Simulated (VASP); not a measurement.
Runs of VASP 6.6.1 on Te2Mo. The structure is that of space group P-6m2 (No. 187), or close to it. The cells are those of the table. 

| cell | gap on the mesh (eV) | largest force (eV/Å) |
| --- | --- | --- |
| a = 3.384, b = 3.384, c = 30.207 Å, angles 90.0, 90.0, 120.0°, 9 atoms | 0.86 | 0.60 |
| a = 3.297, b = 3.297, c = 29.451 Å, angles 90.0, 90.0, 120.0°, 9 atoms | 0.76 | 2.09 |
| a = 3.645, b = 3.645, c = 31.717 Å, angles 90.0, 90.0, 120.0°, 9 atoms | (c) | 1.74 |
| a = 3.471, b = 3.471, c = 31.717 Å, angles 90.0, 90.0, 120.0°, 9 atoms | 0.76 | 1.11 |
| a = 3.645, b = 3.645, c = 28.696 Å, angles 90.0, 90.0, 120.0°, 9 atoms | none | 0.44 |
| a = 3.297, b = 3.297, c = 28.696 Å, angles 90.0, 90.0, 120.0°, 9 atoms | (b) | 3.05 |
| a = 3.645, b = 3.645, c = 30.207 Å, angles 90.0, 90.0, 120.0°, 9 atoms | 0.52 | 0.78 |
| a = 3.297, b = 3.297, c = 31.717 Å, angles 90.0, 90.0, 120.0°, 9 atoms | 0.34 | 0.20 |
| a = 3.471, b = 3.471, c = 28.696 Å, angles 90.0, 90.0, 120.0°, 9 atoms | (a) | 1.55 |
| a = 3.384, b = 3.384, c = 31.717 Å, angles 90.0, 90.0, 120.0°, 9 atoms | 0.58 | 0.69 |

Alike in all rows: task single point; level LDA; potentials or basis VASP PAW LDA potentials, release 64 (Te, Mo_sv); no spin polarisation; k mesh 12 × 12 × 1; cutoff (eV) 520; smearing gaussian 0.05 eV.

**Question.** Estimate the missing entries.

**Answer.** (a) 0.35; (b) 0.65; (c) 0.81.

Caveats: there is no dipole correction, which matters where the two faces differ; spin-orbit coupling is left out, which moves the levels of the heavy elements; semilocal functionals underestimate gaps, and a narrow one can read as zero (at least some runs).

A k mesh can miss the band edges, and the runs leave out spin-orbit coupling on Mo, Te.

A gap of «none» marks levels without a gap at the run's occupations.
